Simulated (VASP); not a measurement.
# Sb (Im-3m) in VASP: further runs

Sb is run at these levels: PBEsol, LDA, PBE; tasks: single point.

Everything below comes from runs of VASP 6.6.1. Logs are shortened: lines on timing, memory, paths and dates and some standing lists are left out, and cuts for length are marked.

### Step 1. The cell of the first run

The structure is cubic, space group Im-3m (No. 229). Conventional cell: a = 3.743 Å, b = 3.743 Å, c = 3.743 Å, α = 90.00°, β = 90.00°, γ = 90.00°. Within 4.3 Å of Sb (site symmetry m-3m) lie 14 Sb at 3.24 to 3.74 Å.

### Step 2. Single point, PBEsol

INCAR reads:

```
PREC = Accurate
ENCUT = 520
EDIFF = 1E-7
ISMEAR = 0
SIGMA = 0.02
LREAL = F
LASPH = T
NELM = 60
ALGO = Normal
ISIF = 2
LWAVE = F
LCHARG = T
GGA = PS
LELF = T
LVHAR = T
NBANDS = 8
```

KPOINTS reads:

```
Automatic mesh
0
Gamma
  10 10 10
```

POSCAR reads:

```
Sb
1.0
   -1.8713408863      1.8713408863      1.8713408863
    1.8713408863     -1.8713408863      1.8713408863
    1.8713408863      1.8713408863     -1.8713408863
Sb
1
Direct
    0.0000000000      0.0000000000      0.0000000000
```

Potentials or basis: VASP PAW PBE potentials, release 64 (Sb).

Command:

```sh
> cat potpaw_PBE.64/Sb/POTCAR > POTCAR
> mpirun -np 1 vasp_std > vasp.out
```

OUTCAR:

```text
PREC = Accurate
   ENCUT = 520
   EDIFF = 1E-7
   ISMEAR = 0
   LREAL = F
   LASPH = T
   NELM = 60
   ISIF = 2
   GGA = PS

 ion  position               nearest neighbor table
   1  0.000  0.000  0.000-

  LATTYP: Found a body centered cubic cell.
 ALAT       =     3.7426817726

  Lattice vectors:

 A1 = (  -1.8713408863,   1.8713408863,   1.8713408863)
 A2 = (   1.8713408863,  -1.8713408863,   1.8713408863)
 A3 = (   1.8713408863,   1.8713408863,  -1.8713408863)

Analysis of symmetry for initial positions (statically):
=====================================================================
 Subroutine PRICEL returns:
 Original cell was already a primitive cell.

 Routine SETGRP: Setting up the symmetry group for a
 body centered cubic supercell.

 Subroutine GETGRP returns: Found 48 space group operations
 (whereof 48 operations were pure point group operations)
 out of a pool of 48 trial point group operations.

The static configuration has the point symmetry O_h .

Analysis of symmetry for dynamics (positions and initial velocities):
=====================================================================
 Subroutine PRICEL returns:
 Original cell was already a primitive cell.

 Routine SETGRP: Setting up the symmetry group for a
 body centered cubic supercell.

 Subroutine GETGRP returns: Found 48 space group operations
 (whereof 48 operations were pure point group operations)
 out of a pool of 48 trial point group operations.

The dynamic configuration has the point symmetry O_h .

 Subroutine INISYM returns: Found 48 space group operations
 (whereof 48 operations are pure point group operations),
 and found     1 'primitive' translations

----------------------------------------------------------------------------------------

                                     Primitive cell

  volume of cell :      26.2131

  direct lattice vectors                    reciprocal lattice vectors
    -1.871340886  1.871340886  1.871340886     0.000000000  0.267188092  0.267188092
     1.871340886 -1.871340886  1.871340886     0.267188092  0.000000000  0.267188092
     1.871340886  1.871340886 -1.871340886     0.267188092  0.267188092  0.000000000

  length of vectors
     3.241257493  3.241257493  3.241257493     0.377861023  0.377861023  0.377861023

  position of ions in fractional coordinates (direct lattice)
     0.000000000  0.000000000  0.000000000

  ion indices of the primitive-cell ions
   primitive index   ion index
                 1           1

----------------------------------------------------------------------------------------

 KPOINTS: Automatic mesh

Automatic generation of k-mesh.
 Grid dimensions read from file:
 generate k-points for:   10   10   10

 Generating k-lattice:

  Cartesian coordinates                     Fractional coordinates (reciprocal lattice)
     0.000000000  0.026718809  0.026718809     0.100000000  0.000000000  0.000000000
     0.026718809  0.000000000  0.026718809     0.000000000  0.100000000  0.000000000
     0.026718809  0.026718809  0.000000000     0.000000000  0.000000000  0.100000000

  Length of vectors
     0.037786102  0.037786102  0.037786102

  Shift w.r.t. Gamma in fractional coordinates (k-lattice)
     0.000000000  0.000000000  0.000000000

 Subroutine IBZKPT returns following result:
 ===========================================

 Found     47 irreducible k-points:

 Following reciprocal coordinates:
            Coordinates               Weight
  0.000000  0.000000  0.000000      1.000000
  0.100000  0.000000  0.000000     12.000000
  0.200000  0.000000  0.000000     12.000000
  0.300000  0.000000  0.000000     12.000000
  0.400000  0.000000  0.000000     12.000000
  0.500000  0.000000  0.000000      6.000000
[... 16 lines left out ...]
  0.300000  0.300000  0.100000      8.000000
 -0.300000  0.300000  0.100000     24.000000
 [... further k-points ...]
   k-points           NKPTS =     47   k-points in BZ     NKDIM =     47   number of bands    NBANDS=      8
   number of dos      NEDOS =    301   number of ions     NIONS =      1
   total plane-waves  NPLWV =  13824
   dimension x,y,z NGX =    24 NGY =   24 NGZ =   24
   dimension x,y,z NGXF=    48 NGYF=   48 NGZF=   48
   ions per type =               1
   NGX,Y,Z   is equivalent  to a cutoff of  12.31, 12.31, 12.31 a.u.
   NGXF,Y,Z  is equivalent  to a cutoff of  24.62, 24.62, 24.62 a.u.
 SYSTEM =  unknown system
   PREC   = accura    normal or accurate (medium, high low for compatibility)
   ISTART =      0    job   : 0-new  1-cont  2-samecut
   ICHARG =      2    charge: 1-file 2-atom 10-const
   ISPIN  =      1    spin polarized calculation?
   LNONCOLLINEAR =      F non collinear calculations
   LSORBIT =      F    spin-orbit coupling
   LASPH  =      T    aspherical Exc in radial PAW
   ENCUT  =  520.0 eV  38.22 Ry    6.18 a.u.   6.03  6.03  6.03*2*pi/ulx,y,z
   NELM   =     60;   NELMIN=  2; NELMDL= -5     # of ELM steps
   EDIFF  = 0.1E-06   stopping-criterion for ELM
   LREAL  =      F    real-space projection
   EDIFFG = 0.1E-05   stopping-criterion for IOM
   NSW    =      0    number of steps for IOM
   IBRION =     -1    ionic relax: 0-MD 1-quasi-New 2-CG
   NFREE  =      0    steps in history (QN), initial steepest desc. (CG)
   ISIF   =      2    stress and relaxation
   ISYM   =      2    0-nonsym 1-usesym 2-fastsym
   POTIM  = 0.5000    time-step for ionic-motion
   TEBEG  =    0.0;   TEEND  =   0.0 temperature during run
   PSTRESS=    0.0 pullay stress
   NELECT =       5.0000    total number of electrons
   NUPDOWN=      -1.0000    fix difference up-down
   EMIN   =  10.00;   EMAX   =-10.00  energy-range for DOS
   EFERMI =   0.00;   METHOD = LEGACY
   ISMEAR =     0;   SIGMA  =   0.02  broadening in eV -4-tet -1-fermi 0-gaus
   EFERMI_NEDOS =   21; number of points for ismear=-14 and -15
   IALGO  =     38    algorithm
   IMIX   =      4    mixing-type and parameters
     AMIX     =   0.40;   BMIX     =  1.00
     AMIX_MAG =   1.60;   BMIX_MAG =  1.00
  volume/ion in A,a.u.               =      26.21       176.89
  Fermi-wavevector in a.u.,A,eV,Ry     =   0.942378  1.780837 12.083018  0.888077
  Thomas-Fermi vector in A             =   2.069982
   LORBIT       =      0    0 simple, 1 ext, 2 COOP (PROOUT), +10 PAW based schemes
   GGA     = PS    functional components
   LHFCALC =     F    Hartree Fock is set to
   AEXX    =    0.0000 exact exchange contribution
   IVDW    =     0    specifies the selected vdW correction
   LEPSILON=     F    determine dielectric tensor
   LRPA    =     F    only Hartree local field effects (RPA)
 non-spin polarized calculation
 Gauss-broadening in eV      SIGMA  =   0.02
  energy-cutoff  :      520.00
  volume of cell :       26.21
 maximum number of plane-waves:       719
   NGX = 13   NGY = 13   NGZ = 13

 number of electron       4.9999999 magnetization

 Free energy of the ion-electron system (eV)
  ---------------------------------------------------
  ext. energy  EPLUGINS =         0.00000000
  ---------------------------------------------------
  free energy    TOTEN  =        -4.36978127 eV

  energy without entropy =       -4.36916311  energy(sigma->0) =       -4.36947219

 E-fermi :   8.6354     XC(G=0): -10.4452

 val. band max:        8.6246317654   @ k =  -0.3000   0.4000   0.1000
 cond. band min:       8.6455221660   @ k =   0.3000   0.1000   0.1000
 fundamental gap:      0.0208904006
 Fermi energy:         8.6353919285

 k-point     1 :       0.0000    0.0000    0.0000
  band No.  band energies     occupation
      1      -4.4086      2.00000
      2      14.3581      0.00000
      3      14.3581      0.00000
      4      14.3581      0.00000
      5      19.3645      0.00000
      6      19.3645      0.00000
      7      19.3645      0.00000
      8      20.4808      0.00000

 k-point     2 :       0.1000    0.0000    0.0000
  band No.  band energies     occupation
      1      -4.1937      2.00000
      2      12.7928      0.00000
      3      13.6859      0.00000
      4      14.1663      0.00000
      5      18.1828      0.00000
      6      18.2851      0.00000
      7      19.8452      0.00000
      8      20.2667      0.00000

 k-point     3 :       0.2000    0.0000    0.0000
  band No.  band energies     occupation
      1      -3.5530      2.00000
      2       9.8399      0.00000
      3      12.4539      0.00000
      4      13.6609      0.00000
      5      16.8187      0.00000
      6      17.1334      0.00000
      7      19.7849      0.00000
      8      20.8200      0.00000

 k-point     4 :       0.3000    0.0000    0.0000
  band No.  band energies     occupation
      1      -2.5077      2.00000
      2       6.8486      2.00000
      3      11.3654      0.00000
      4      13.0712      0.00000
      5      15.8838      0.00000
      6      16.3009      0.00000
      7      20.4533      0.00000
      8      21.5948      0.00000

 k-point     5 :       0.4000    0.0000    0.0000
  band No.  band energies     occupation
      1      -1.1562      2.00000
      2       4.2617      2.00000
      3      10.6549      0.00000
      4      12.6334      0.00000
      5      15.3412      0.00000
      6      15.8017      0.00000
      7      21.6052      0.00000
      8      22.6754      0.00000
[... 177 lines left out ...]
 k-point    22 :      -0.2000    0.2000    0.1000
  band No.  band energies     occupation
      1      -3.3398      2.00000
      2       9.9226      0.00000
      3      11.7616      0.00000
      4      12.5319      0.00000
      5      16.5157      0.00000
      6      18.1138      0.00000
      7      18.7153      0.00000
      8      21.3763      0.00000

 k-point    23 :       0.3000    0.3000    0.1000
  band No.  band energies     occupation
      1       0.6808      2.00000
      2       4.9705      2.00000
      3       4.9705      2.00000
      4       8.7785      0.00000
      5      20.2927      0.00000
      6      22.1153      0.00000
      7      22.1153      0.00000
      8      24.6463      0.00000

 k-point    24 :      -0.3000    0.3000    0.1000
  band No.  band energies     occupation
      1      -2.2976      2.00000
      2       7.0131      2.00000
      3      10.6891      0.00000
      4      12.0591      0.00000
      5      16.3414      0.00000
      6      17.2840      0.00000
      7      18.4788      0.00000
      8      23.7385      0.00000

 [... further k-points ...]
[... 5 lines left out ...]
  --------------------------------------------------------------------------------------
  -------------------------------------------------------------------------------------
  Total       -0.0065696     -0.0065696     -0.0065696     -0.0000000     -0.0000000      0.0000000
  in kB       -0.4015441     -0.4015441     -0.4015441     -0.0000000     -0.0000000      0.0000000
  external PRESSURE =      -0.4015441 kB  Pullay stress =       0.0000000 kB

 VOLUME and BASIS-vectors are now :
 -----------------------------------------------------------------------------
  energy-cutoff  :      520.00
  volume of cell :       26.21
      direct lattice vectors                 reciprocal lattice vectors
    -1.871340886  1.871340886  1.871340886     0.000000000  0.267188092  0.267188092
     1.871340886 -1.871340886  1.871340886     0.267188092  0.000000000  0.267188092
     1.871340886  1.871340886 -1.871340886     0.267188092  0.267188092  0.000000000

 POSITION                                       TOTAL-FORCE (eV/Angst)
 -----------------------------------------------------------------------------------
      0.00000      0.00000      0.00000        -0.000000     -0.000000      0.000000
 -----------------------------------------------------------------------------------
    total drift:                                0.000000      0.000000      0.000000

  FREE ENERGIE OF THE ION-ELECTRON SYSTEM (eV)
  ---------------------------------------------------
  free  energy   TOTEN  =        -4.3697812652 eV

  energy  without entropy=       -4.3691631111  energy(sigma->0) =       -4.36947219
```

Run time: 7.9 s. Hardware: 1 thread of AMD EPYC 7R43 (Zen 3), shared host; peak memory 0.09 GiB.

Results:

* Free energy: -4.3698 eV
* Pressure: 0.0 GPa

Caveat: the PAW data sets were made with another functional, which shifts forces and pressure a little; spin-orbit coupling is left out, which moves the levels of the heavy elements.

[end of part 1 of 2]
